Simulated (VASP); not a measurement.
**SiC: single point with PBE**

SiC:

```xyz
2
Lattice="0.0000 2.1542 2.1542 2.1542 0.0000 2.1542 2.1542 2.1542 0.0000" Properties=species:S:1:pos:R:3 pbc="T T T"
Si    0.0000    0.0000    0.0000
C     3.2313    3.2313    3.2313
```

| Property | Result |
| --- | --- |
| Program | VASP 6.6.1 |
| Task | single point |
| Functional | PBE |
| Potentials or basis | VASP PAW PBE potentials, release 64 (Si, C) |
| Cutoff | 520 eV |
| k mesh | 12 × 12 × 12 |
| Occupations | gaussian, width 0.05 eV |
| Spin | no spin polarisation |
| Dipole correction | no |
| Further INCAR settings | ALGO = Normal; EDIFF = 1e-06; NBANDS = 11 |

```
Pressure               : 11.5 GPa
Band gap on the k mesh : 1.32 eV, indirect (least direct gap 4.58 eV)
```

Levels at points of the mesh, in eV from the valence-band top:
| k point | band 1 | band 2 | band 3 | band 4 | band 5 | band 6 | band 7 | band 8 | band 9 |
| --- | --- | --- | --- | --- | --- | --- | --- | --- | --- |
| (0.00, 0.00, 0.00) | -15.68 | 0.00 | 0.00 | 0.00 | 6.64 | 7.55 | 7.55 | 7.55 | 14.71 |
| (0.50, 0.00, 0.00) | -11.98 | -8.72 | -1.06 | -1.06 | 5.75 | 7.37 | 7.37 | 10.25 | 16.62 |
| (0.50, 0.50, 0.00) | -10.49 | -7.90 | -3.25 | -3.25 | 1.32 | 4.44 | 14.44 | 14.44 | 15.25 |

Wall time 8.7 s on 1 thread of Intel(R) Xeon(R) Platinum 8488C (Sapphire Rapids) (shared host), peak memory 0.14 GiB.

A k mesh can miss the band edges. Expect the measured gap to be larger: semilocal functionals such as PBE lack the derivative discontinuity.
